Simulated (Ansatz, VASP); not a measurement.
Two plane-wave programs on BAs

INCAR

```
SYSTEM = BAs
PREC = Accurate
ENCUT = 500
EDIFF = 1E-6
ISMEAR = -1
SIGMA = 0.02
LREAL = .False.
LASPH = .True.
NELM = 200
ALGO = Normal
ISIF = 2
LWAVE = .False.
LCHARG = .True.
MAGMOM = 0 0 0 0 0 0
LORBIT = 11
LSORBIT = .True.
GGA_COMPAT = .False.
LORBMOM = .True.
GGA = PE
LVHAR = .True.
NBANDS = 20
```

File KPOINTS:

```
regular mesh
0
Gamma
  6 6 6
  0 0 0
```

POSCAR

```
BAs
1.0
    0.0000000000      2.3918699019      2.3918699019
    2.3918699019      0.0000000000      2.3918699019
    2.3918699019      2.3918699019      0.0000000000
B As
1 1
Direct
    0.0000000000      0.0000000000      0.0000000000
    0.2500000000      0.2500000000      0.2500000000
```

Input for Ansatz:

```yaml
crystal:
  lattice:
    - [0.0, 2.3918699019, 2.3918699019]
    - [2.3918699019, 0.0, 2.3918699019]
    - [2.3918699019, 2.3918699019, 0.0]
  atoms:
    - { symbol: B, position: [0.0, 0.0, 0.0] }
    - { symbol: As, position: [0.25, 0.25, 0.25] }
kpoints:
  mp_grid: { grid: [6, 6, 6] }
hamiltonian:
  xc: pbe
scf:
  occupations: { method: fermi_dirac, width: 0.02 }
  n_extra_bands: 24
magnetization:
  noncollinear: true
  spin_orbit: true
output:
  optics: { e_range: [0, 12], de: 0.05, sigma: 0.1, bands: scf }
  write_density: true
  write_potential: true
  elf: true
  volumetric_format: npy
```

Alike in both runs: task single point; functional PBE; k mesh 6 × 6 × 6; occupations fermi-dirac, width 0.02 eV; non-collinear spin, spin-orbit coupling.

```csv
,VASP,Ansatz
version,VASP 6.6.1,Ansatz 0.2.0
potentials or method,"VASP PAW PBE potentials, release 64 (B, As)","plane waves, PAW"
plane-wave cutoff (eV),500,420
valence electrons in the cell,8,18
```

```tsv
	VASP	Ansatz	Ansatz less VASP
net moment per atom (μB)	0.00	0.00	0.000
```

VASP's potentials hold 8 valence electrons a cell and Ansatz's 18, so a difference there can come from the potentials and not from the codes. Ansatz's warnings: optics gap not shown off mesh.

The k mesh is coarse, so the values compare programs but aren't converged.
